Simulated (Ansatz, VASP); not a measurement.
## Rb: VASP beside Ansatz

```
Rb
1.0
     4.54801    0.00000    0.00000
     0.00000    4.54801    0.00000
     0.00000    0.00000    4.54801
Rb
1
Direct
  0.00000 0.00000 0.00000
```

Alike in both runs: task relaxation of cell and atoms; functional PBEsol; k mesh 7 × 7 × 7; occupations fermi-dirac, width 0.1 eV; no spin polarisation.

```csv
,VASP,Ansatz
version,VASP 6.6.1,Ansatz 0.2.0
potentials or method,"VASP PAW PBE potentials, release 64 (Rb_sv), cutoff 600 eV","plane waves (420 eV) with PAW, scalar-relativistic"
valence electrons in the cell,9,9
```

```csv
,VASP,Ansatz,Ansatz less VASP
relaxed volume (Å³/atom),94.07,94.07,0.000
relaxed cell length with the largest relative difference (Å),4.548,4.548,0.0000
```

VASP's potentials were made for PBE, not for PBEsol, and Ansatz warns of the same on its side.

Noted on VASP's run: the relaxation stopped at its first step, so nothing moved.
